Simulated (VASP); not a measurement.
Input of a VASP 6.6.1 run:

Contents of INCAR:

```
PREC = Accurate
ENCUT = 520
EDIFF = 1E-7
ISMEAR = 0
SIGMA = 0.15
LREAL = F
LASPH = T
NELM = 80
ALGO = Normal
ISIF = 2
LWAVE = F
LCHARG = T
GGA = PE
LELF = T
LVHAR = T
NBANDS = 16
```

The input KPOINTS:

```
Automatic mesh
0
Gamma
  18 18 18
```

Contents of POSCAR:

```
InSb
1.0
    0.0000000000      3.3174249940      3.3174249940
    3.3174249940      0.0000000000      3.3174249940
    3.3174249940      3.3174249940      0.0000000000
In Sb
1 1
Direct
    0.0000000000      0.0000000000      0.0000000000
    0.7500000000      0.7500000000      0.7500000000
```

Potentials or basis: VASP PAW PBE potentials, release 64 (In_d, Sb).

Launch:

```bash
$ cat potpaw_PBE.64/In_d/POTCAR potpaw_PBE.64/Sb/POTCAR > POTCAR
$ mpirun -np 1 vasp_std > vasp.out
```

(1) Predict the pressure.

(2) Predict the band gap on the k mesh.

Results:

(1) 0.0 GPa.

(2) zero (filled and empty bands touch).

Caveat: spin-orbit coupling is left out, which moves the levels of the heavy elements.

**The experiment to reproduce.**

From “Electronic Structure and Epitaxy of CdTe Shells on InSb Nanowires”, 2021, arxiv:2111.05126, for a bulk crystal of InSb: band gap 0.24 eV.

Against the measured gap of InSb, 0.24 eV (quoted in “Electronic Structure and Epitaxy of CdTe Shells on InSb Nanowires”, 2021, arxiv:2111.05126), the calculated 0.00 eV is off by -0.24 eV. Spin-orbit coupling on In, Sb is left out. The value is that of PBE on a finite k mesh, which can miss the band edges, without temperature or zero-point motion. Semilocal functionals fall short of measured gaps as a rule.
